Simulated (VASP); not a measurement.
A run of VASP 6.6.1:

File INCAR:

```
ALGO = Normal
EDIFF = 1E-8
ENCUT = 520
GGA = PS
ISIF = 2
ISMEAR = -1
LASPH = True
LCHARG = False
LEFG = True
LREAL = False
LWAVE = False
NBANDS = 8
NELM = 60
PREC = Accurate
SIGMA = 0.03
```

Contents of KPOINTS:

```
k-points
0
Gamma
  14 14 14
```

Contents of POSCAR:

```
Sb
1.0
    0.0000000000      2.2895297352      2.2895297352
    2.2895297352      0.0000000000      2.2895297352
    2.2895297352      2.2895297352      0.0000000000
Sb
1
Direct
    0.0000000000      0.0000000000      0.0000000000
```

Potentials or basis: VASP PAW PBE potentials, release 64 (Sb).

Command:

```sh
$ cat potpaw_PBE.64/Sb/POTCAR > POTCAR
$ mpirun -np 1 vasp_std > vasp.out
```

Hardware: 1 thread of Intel(R) Xeon(R) 6975P-C (Granite Rapids), with other jobs on the host.

Question: Estimate the wall time of this run.

Answer: Run time: 7.6 s on 1 thread of Intel(R) Xeon(R) 6975P-C (Granite Rapids), with other jobs on the host, peak memory 0.14 GiB. Counts: scf iterations 12, k points 104.
